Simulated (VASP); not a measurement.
# Fe: single point with LDA

Fe:

```
Fe
1.0
    -1.37460    1.37460    1.37460
     1.37460   -1.37460    1.37460
     1.37460    1.37460   -1.37460
Fe
1
Direct
  0.00000 0.00000 0.00000
```

```json
{
 "Program": "VASP 6.6.1",
 "Task": "single point",
 "Functional": "LDA",
 "Potentials or basis": "VASP PAW LDA potentials, release 64 (Fe)",
 "Cutoff": "520 eV",
 "k mesh": "16 × 16 × 16",
 "Occupations": "fermi-dirac, width 0.01 eV",
 "Spin": "collinear spin, ferromagnetic start",
 "Starting moments": "[1.988] μB",
 "Dipole correction": "no",
 "Further INCAR settings": "ALGO = Normal; EDIFF = 1e-06; NBANDS = 14"
}
```

The pressure is -0.9 GPa, the net moment is 1.94 μB per cell and the site moments are Fe +1.91 μB. The valence electrons inside the program's atomic spheres are Fe 7.48.

Levels at points of the mesh, in eV from the Fermi level:
Spin up:
| k point | band 2 | band 3 | band 4 | band 5 | band 6 | band 7 | band 8 | band 9 |
| --- | --- | --- | --- | --- | --- | --- | --- | --- |
| (0.00, 0.00, 0.00) | -2.53 | -2.53 | -2.53 | -0.98 | -0.98 | 25.65 | 25.65 | 25.65 |
| (0.50, 0.00, 0.00) | -3.80 | -0.94 | -0.75 | 0.32 | 0.60 | 8.13 | 18.92 | 21.42 |
| (0.50, 0.50, 0.50) | -5.41 | 0.29 | 0.29 | 0.29 | 10.37 | 10.37 | 10.37 | 16.56 |
Spin down:
```tsv
k point	band 1	band 2	band 3	band 4	band 5	band 6	band 7	band 8
(0.00, 0.00, 0.00)	-8.76	-0.97	-0.97	-0.97	1.11	1.11	25.83	25.83
(0.50, 0.00, 0.00)	-4.40	-2.38	0.71	1.02	1.40	2.42	9.34	19.24
(0.50, 0.50, 0.50)	-3.98	-3.98	2.07	2.07	2.07	10.82	10.82	10.82
```

Run time: 54 s on 1 thread of AMD EPYC 7R43 64-Core Processor (Zen 3) (shared host), peak memory 0.11 GiB.
